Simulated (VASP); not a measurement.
# Sb (Pm-3m) in VASP: a series of runs

Sb is run at these levels: PBEsol; tasks: single point.

Everything below comes from runs of VASP 6.6.1. Logs are shortened: lines on timing, memory, paths and dates and some standing lists are left out, and cuts for length are marked.

## 1. The cell of the first run

Symmetry: Pm-3m, No. 221, cubic system. Conventional cell: a = 2.582 Å, b = 2.582 Å, c = 2.582 Å, α = 90.00°, β = 90.00°, γ = 90.00°. Sb (site symmetry m-3m) has 6 Sb at 2.58 Å within 3.4 Å.

## 2. Single point, PBEsol (volume scaled by 0.6)

Input file INCAR:

```
ALGO = Normal ; EDIFF = 1E-7
ENCUT = 520 ; GGA = PS
ISIF = 2 ; ISMEAR = -1
LASPH = True ; LCHARG = False
LREAL = False ; LWAVE = False
NBANDS = 8 ; NELM = 60
PREC = Accurate ; SIGMA = 0.05
```

Input file KPOINTS:

```
k-points
0
Gamma
  14 14 14
```

Input file POSCAR:

```
Sb
1.0
    2.5822271187      0.0000000000      0.0000000000
    0.0000000000      2.5822271187      0.0000000000
    0.0000000000      0.0000000000      2.5822271187
Sb
1
Direct
    0.0000000000      0.0000000000      0.0000000000
```

Potentials or basis: VASP PAW PBE potentials, release 64 (Sb).

Started as:

```
$ cat potpaw_PBE.64/Sb/POTCAR > POTCAR
$ mpirun -np 1 vasp_std > vasp.out
```

OUTCAR:

```text
EDIFF = 1E-7
   ENCUT = 520
   GGA = PS
   ISIF = 2
   ISMEAR = -1
   LASPH = True
   LREAL = False
   NELM = 60
   PREC = Accurate

 ion  position               nearest neighbor table
   1  0.000  0.000  0.000-

  LATTYP: Found a simple cubic cell.
 ALAT       =     2.5822271187

  Lattice vectors:

 A1 = (   2.5822271187,   0.0000000000,   0.0000000000)
 A2 = (   0.0000000000,   2.5822271187,   0.0000000000)
 A3 = (   0.0000000000,   0.0000000000,   2.5822271187)

Analysis of symmetry for initial positions (statically):
=====================================================================
 Subroutine PRICEL returns:
 Original cell was already a primitive cell.

 Routine SETGRP: Setting up the symmetry group for a
 simple cubic supercell.

 Subroutine GETGRP returns: Found 48 space group operations
[... 9 lines left out ...]

 Routine SETGRP: Setting up the symmetry group for a
 simple cubic supercell.

 Subroutine GETGRP returns: Found 48 space group operations
[... 11 lines left out ...]
                                     Primitive cell

  volume of cell :      17.2180

  direct lattice vectors                    reciprocal lattice vectors
     2.582227119  0.000000000  0.000000000     0.387262605  0.000000000  0.000000000
     0.000000000  2.582227119  0.000000000     0.000000000  0.387262605  0.000000000
     0.000000000  0.000000000  2.582227119     0.000000000  0.000000000  0.387262605

  length of vectors
     2.582227119  2.582227119  2.582227119     0.387262605  0.387262605  0.387262605

  position of ions in fractional coordinates (direct lattice)
     0.000000000  0.000000000  0.000000000

  ion indices of the primitive-cell ions
   primitive index   ion index
                 1           1

----------------------------------------------------------------------------------------

 KPOINTS: k-points

Automatic generation of k-mesh.
 Grid dimensions read from file:
 generate k-points for:   14   14   14

 Generating k-lattice:

  Cartesian coordinates                     Fractional coordinates (reciprocal lattice)
     0.027661615  0.000000000  0.000000000     0.071428571  0.000000000  0.000000000
     0.000000000  0.027661615  0.000000000     0.000000000  0.071428571  0.000000000
     0.000000000  0.000000000  0.027661615     0.000000000  0.000000000  0.071428571

  Length of vectors
     0.027661615  0.027661615  0.027661615

  Shift w.r.t. Gamma in fractional coordinates (k-lattice)
     0.000000000  0.000000000  0.000000000

 Subroutine IBZKPT returns following result:
 ===========================================

 Found    120 irreducible k-points:

 Following reciprocal coordinates:
            Coordinates               Weight
  0.000000  0.000000  0.000000      1.000000
  0.071429  0.000000  0.000000      6.000000
  0.142857  0.000000  0.000000      6.000000
  0.214286  0.000000  0.000000      6.000000
  0.285714  0.000000  0.000000      6.000000
  0.357143  0.000000  0.000000      6.000000
[... 16 lines left out ...]
  0.285714  0.214286  0.000000     24.000000
  0.357143  0.214286  0.000000     24.000000
 [... further k-points ...]
   k-points           NKPTS =    120   k-points in BZ     NKDIM =    120   number of bands    NBANDS=      8
   number of dos      NEDOS =    301   number of ions     NIONS =      1
   total plane-waves  NPLWV =   8000
   dimension x,y,z NGX =    20 NGY =   20 NGZ =   20
   dimension x,y,z NGXF=    40 NGYF=   40 NGZF=   40
   ions per type =               1
   NGX,Y,Z   is equivalent  to a cutoff of  12.88, 12.88, 12.88 a.u.
   NGXF,Y,Z  is equivalent  to a cutoff of  25.75, 25.75, 25.75 a.u.
 SYSTEM =  unknown system
   PREC   = accura    normal or accurate (medium, high low for compatibility)
   ISTART =      0    job   : 0-new  1-cont  2-samecut
   ICHARG =      2    charge: 1-file 2-atom 10-const
   ISPIN  =      1    spin polarized calculation?
   LNONCOLLINEAR =      F non collinear calculations
   LSORBIT =      F    spin-orbit coupling
   LASPH  =      T    aspherical Exc in radial PAW
   ENCUT  =  520.0 eV  38.22 Ry    6.18 a.u.   4.80  4.80  4.80*2*pi/ulx,y,z
   NELM   =     60;   NELMIN=  2; NELMDL= -5     # of ELM steps
   EDIFF  = 0.1E-06   stopping-criterion for ELM
   LREAL  =      F    real-space projection
   EDIFFG = 0.1E-05   stopping-criterion for IOM
   NSW    =      0    number of steps for IOM
   IBRION =     -1    ionic relax: 0-MD 1-quasi-New 2-CG
   NFREE  =      0    steps in history (QN), initial steepest desc. (CG)
   ISIF   =      2    stress and relaxation
   ISYM   =      2    0-nonsym 1-usesym 2-fastsym
   POTIM  = 0.5000    time-step for ionic-motion
   TEBEG  =    0.0;   TEEND  =   0.0 temperature during run
   PSTRESS=    0.0 pullay stress
   NELECT =       5.0000    total number of electrons
   NUPDOWN=      -1.0000    fix difference up-down
   EMIN   =  10.00;   EMAX   =-10.00  energy-range for DOS
   EFERMI =   0.00;   METHOD = LEGACY
   ISMEAR =    -1;   SIGMA  =   0.05  broadening in eV -4-tet -1-fermi 0-gaus
   EFERMI_NEDOS =   21; number of points for ismear=-14 and -15
   IALGO  =     38    algorithm
   IMIX   =      4    mixing-type and parameters
     AMIX     =   0.40;   BMIX     =  1.00
     AMIX_MAG =   1.60;   BMIX_MAG =  1.00
  volume/ion in A,a.u.               =      17.22       116.19
  Fermi-wavevector in a.u.,A,eV,Ry     =   1.084103  2.048657 15.990635  1.175278
  Thomas-Fermi vector in A             =   2.220185
   LORBIT       =      0    0 simple, 1 ext, 2 COOP (PROOUT), +10 PAW based schemes
   GGA     = PS    functional components
   LHFCALC =     F    Hartree Fock is set to
   AEXX    =    0.0000 exact exchange contribution
   IVDW    =     0    specifies the selected vdW correction
   LEPSILON=     F    determine dielectric tensor
   LRPA    =     F    only Hartree local field effects (RPA)
 non-spin polarized calculation
  energy-cutoff  :      520.00
  volume of cell :       17.22
 maximum number of plane-waves:       480
 NGX is ok and might be reduce to    20
   NGX =  9   NGY =  9   NGZ =  9

 number of electron       4.9999999 magnetization

 Free energy of the ion-electron system (eV)
  ---------------------------------------------------
  ext. energy  EPLUGINS =         0.00000000
  ---------------------------------------------------
  free energy    TOTEN  =        -2.15810812 eV

  energy without entropy =       -2.15480045  energy(sigma->0) =       -2.15645429

 E-fermi :  16.0543     XC(G=0): -12.2475

 val. band max:       16.0158391856   @ k =   0.5000   0.5000   0.1429
 cond. band min:      16.1027604040   @ k =   0.5000   0.2857   0.1429
 fundamental gap:      0.0869212184
 Fermi energy:        16.0542913489

 k-point     1 :       0.0000    0.0000    0.0000
  band No.  band energies     occupation
      1      -2.1651      2.00000
      2      20.5175      0.00000
      3      20.5175      0.00000
      4      20.5175      0.00000
      5      23.8392      0.00000
      6      23.8392      0.00000
      7      27.9143      0.00000
      8      36.5680      0.00000

 k-point     2 :       0.0714    0.0000    0.0000
  band No.  band energies     occupation
      1      -2.0422      2.00000
      2      18.9367      0.00000
      3      20.6619      0.00000
      4      20.6619      0.00000
      5      23.8970      0.00000
      6      24.8726      0.00000
      7      28.5579      0.00000
      8      35.8126      0.00000

 k-point     3 :       0.1429    0.0000    0.0000
  band No.  band energies     occupation
      1      -1.6726      2.00000
      2      16.3117      0.01156
      3      21.0864      0.00000
      4      21.0864      0.00000
      5      24.0720      0.00000
      6      25.8100      0.00000
      7      30.5078      0.00000
      8      34.5085      0.00000

 k-point     4 :       0.2143    0.0000    0.0000
  band No.  band energies     occupation
      1      -1.0553      2.00000
      2      13.6170      2.00000
      3      21.7638      0.00000
      4      21.7638      0.00000
      5      24.3692      0.00000
      6      26.3120      0.00000
      7      32.5331      0.00000
      8      33.0331      0.00000

 k-point     5 :       0.2857    0.0000    0.0000
  band No.  band energies     occupation
      1      -0.1913      2.00000
      2      11.0365      2.00000
      3      22.6452      0.00000
      4      22.6452      0.00000
      5      24.7967      0.00000
      6      26.7193      0.00000
      7      30.8310      0.00000
      8      32.0761      0.00000

 k-point     6 :       0.3571    0.0000    0.0000
  band No.  band energies     occupation
      1       0.9066      2.00000
      2       8.6628      2.00000
      3      23.6453      0.00000
      4      23.6453      0.00000
      5      25.3652      0.00000
      6      27.1138      0.00000
      7      29.3441      0.00000
      8      30.7808      0.00000

 k-point     7 :       0.4286    0.0000    0.0000
  band No.  band energies     occupation
      1       2.1636      2.00000
      2       6.6204      2.00000
      3      24.5833      0.00000
      4      24.5833      0.00000
      5      26.0865      0.00000
      6      27.4496      0.00000
      7      28.0692      0.00000
      8      29.6682      0.00000
[... 133 lines left out ...]
 k-point    20 :       0.4286    0.1429    0.0000
  band No.  band energies     occupation
      1       2.6434      2.00000
      2       7.1020      2.00000
      3      20.3365      0.00000
      4      24.1693      0.00000
      5      25.2101      0.00000
      6      27.1620      0.00000
      7      29.3130      0.00000
      8      29.9475      0.00000

 k-point    21 :       0.5000    0.1429    0.0000
  band No.  band energies     occupation
      1       3.4756      2.00000
      2       6.0058      2.00000
      3      20.9658      0.00000
      4      23.3909      0.00000
      5      25.6836      0.00000
      6      27.6317      0.00000
      7      28.7504      0.00000
      8      29.4210      0.00000

 k-point    22 :       0.2143    0.2143    0.0000
  band No.  band energies     occupation
      1       0.0496      2.00000
      2      14.0592      2.00000
      3      15.4341      1.99999
      4      23.0258      0.00000
      5      25.7735      0.00000
      6      27.4573      0.00000
      7      31.0531      0.00000
      8      33.3436      0.00000

 k-point    23 :       0.2857    0.2143    0.0000
  band No.  band energies     occupation
      1       0.9089      2.00000
      2      11.9950      2.00000
      3      15.7530      1.99518
      4      23.9217      0.00000
      5      25.3011      0.00000
      6      26.4449      0.00000
      7      31.5589      0.00000
      8      32.5760      0.00000

 k-point    24 :       0.3571    0.2143    0.0000
  band No.  band energies     occupation
      1       1.9996      2.00000
      2       9.6925      2.00000
      3      16.6875      0.00001
      4      23.5536      0.00000
      5      24.9509      0.00000
      6      26.9409      0.00000
      7      30.9001      0.00000
      8      31.4212      0.00000

 [... further k-points ...]
[... 5 lines left out ...]
  --------------------------------------------------------------------------------------
  -------------------------------------------------------------------------------------
  Total       11.5570967     11.5570967     11.5570967      0.0000000      0.0000000     -0.0000000
  in kB     1075.4148214   1075.4148214   1075.4148214      0.0000000      0.0000000     -0.0000000
  external PRESSURE =    1075.4148214 kB  Pullay stress =       0.0000000 kB

 VOLUME and BASIS-vectors are now :
 -----------------------------------------------------------------------------
  energy-cutoff  :      520.00
  volume of cell :       17.22
      direct lattice vectors                 reciprocal lattice vectors
     2.582227119  0.000000000  0.000000000     0.387262605  0.000000000  0.000000000
     0.000000000  2.582227119  0.000000000     0.000000000  0.387262605  0.000000000
     0.000000000  0.000000000  2.582227119     0.000000000  0.000000000  0.387262605

 POSITION                                       TOTAL-FORCE (eV/Angst)
 -----------------------------------------------------------------------------------
      0.00000      0.00000      0.00000         0.000000      0.000000      0.000000
 -----------------------------------------------------------------------------------
    total drift:                               -0.000000     -0.000000     -0.000000

  FREE ENERGIE OF THE ION-ELECTRON SYSTEM (eV)
  ---------------------------------------------------
  free  energy   TOTEN  =        -2.1581081220 eV

  energy  without entropy=       -2.1548004516  energy(sigma->0) =       -2.15645429
```

It took 6 s on 1 thread of AMD EPYC 9R45 (Zen 5), shared host; peak memory 0.1 GiB.

What came out:

- Free energy: -2.1581 eV
- Pressure: 107.5 GPa

Levels at points of the mesh, in eV from the Fermi level:
```
           k point  band 1  band 2  band 3  band 4  band 5  band 6  band 7  band 8
(0.00, 0.00, 0.00)  -18.22    4.46    4.46    4.46    7.78    7.78   11.86   20.51
(0.50, 0.00, 0.00)  -13.05  -10.54    8.97    8.97   10.83   11.03   11.54   13.11
(0.50, 0.50, 0.00)   -7.16   -6.72   -6.72   -0.41   14.33   14.33   14.85   15.71
(0.50, 0.50, 0.50)   -2.92   -2.92   -2.92    0.37    3.92    3.92    3.92    4.44
```

Caveat: the PAW data sets were made with another functional, which shifts forces and pressure a little; spin-orbit coupling is left out, which moves the levels of the heavy elements.

## 3. Single point, PBEsol (volume scaled by 0.68)

Input file INCAR:

```
SYSTEM = Sb
  ALGO = Normal
  EDIFF = 1E-6
  ENCUT = 520
  GGA = PS
  ISIF = 2
  ISMEAR = -1
  LASPH = .TRUE.
  LCHARG = .FALSE.
  LREAL = .FALSE.
  LWAVE = .FALSE.
  NBANDS = 8
  NELM = 100
  PREC = Accurate
  SIGMA = 0.05
```

Input file KPOINTS:

```
k-points
0
G
  14 14 14
  0 0 0
```

Input file POSCAR:

```
Sb
1.0
    2.6922392938      0.0000000000      0.0000000000
    0.0000000000      2.6922392938      0.0000000000
    0.0000000000      0.0000000000      2.6922392938
Sb
1
Direct
    0.0000000000      0.0000000000      0.0000000000
```

Potentials or basis: VASP PAW PBE potentials, release 64 (Sb).

Started as:

```
$ cat potpaw_PBE.64/Sb/POTCAR > POTCAR
$ mpirun -np 1 vasp_std > vasp.out
```

Run time: 5.2 s. Hardware: 1 thread of AMD EPYC 9R45 (Zen 5), shared host; peak memory 0.1 GiB.

Results (log left out):

* Free energy: -3.3317 eV
* Pressure: 60.5 GPa

Levels at points of the mesh, in eV from the Fermi level:
```csv
k point,band 1,band 2,band 3,band 4,band 5,band 6,band 7
"(0.00, 0.00, 0.00)",-16.61,4.23,4.23,4.23,7.52,7.52,10.95
"(0.50, 0.00, 0.00)",-12.22,-9.21,8.05,8.05,10.51,11.14,11.40
"(0.50, 0.50, 0.00)",-7.28,-5.88,-5.88,0.23,12.68,14.19,14.19
"(0.50, 0.50, 0.50)",-2.60,-2.60,-2.60,-1.13,4.11,4.11,4.11
```

Caveat: the PAW data sets were made with another functional, which shifts forces and pressure a little; spin-orbit coupling is left out, which moves the levels of the heavy elements.

## 4. Single point, PBEsol (volume scaled by 0.76)

Input file INCAR:

```
SYSTEM = Sb
PREC = Accurate
ENCUT = 520
EDIFF = 1E-6
ISMEAR = -1
SIGMA = 0.05
LREAL = .False.
LASPH = .True.
NELM = 80
ALGO = Normal
ISIF = 2
LWAVE = .False.
LCHARG = .False.
GGA = PS
NBANDS = 8
```

Input file KPOINTS:

```
regular mesh
0
Gamma
  14 14 14
  0 0 0
```

Input file POSCAR:

```
Sb
1.0
    2.7939280538      0.0000000000      0.0000000000
    0.0000000000      2.7939280538      0.0000000000
    0.0000000000      0.0000000000      2.7939280538
Sb
1
Direct
    0.0000000000      0.0000000000      0.0000000000
```

Started as:

```
$ cat potpaw_PBE.64/Sb/POTCAR > POTCAR
$ mpirun -np 1 vasp_std > vasp.out
```

Wall time 7.4 s (1 thread of AMD EPYC 9R45 (Zen 5), shared host); peak memory 0.12 GiB.

Results (log left out):

```
Free energy : -3.9888 eV
Pressure    : 33.5 GPa
```

Levels at points of the mesh, in eV from the Fermi level:
| k point | band 1 | band 2 | band 3 | band 4 | band 5 | band 6 | band 7 |
| --- | --- | --- | --- | --- | --- | --- | --- |
| (0.00, 0.00, 0.00) | -15.28 | 4.04 | 4.04 | 4.04 | 7.37 | 7.37 | 10.21 |
| (0.50, 0.00, 0.00) | -11.49 | -8.09 | 7.31 | 7.31 | 10.12 | 11.27 | 11.38 |
| (0.50, 0.50, 0.00) | -7.29 | -5.14 | -5.14 | 0.82 | 11.04 | 14.05 | 14.05 |
| (0.50, 0.50, 0.50) | -2.28 | -2.28 | -2.28 | -2.20 | 4.35 | 4.35 | 4.35 |

Caveat: the PAW data sets were made with another functional, which shifts forces and pressure a little; spin-orbit coupling is left out, which moves the levels of the heavy elements.

(Continued in part 2 of 2.)
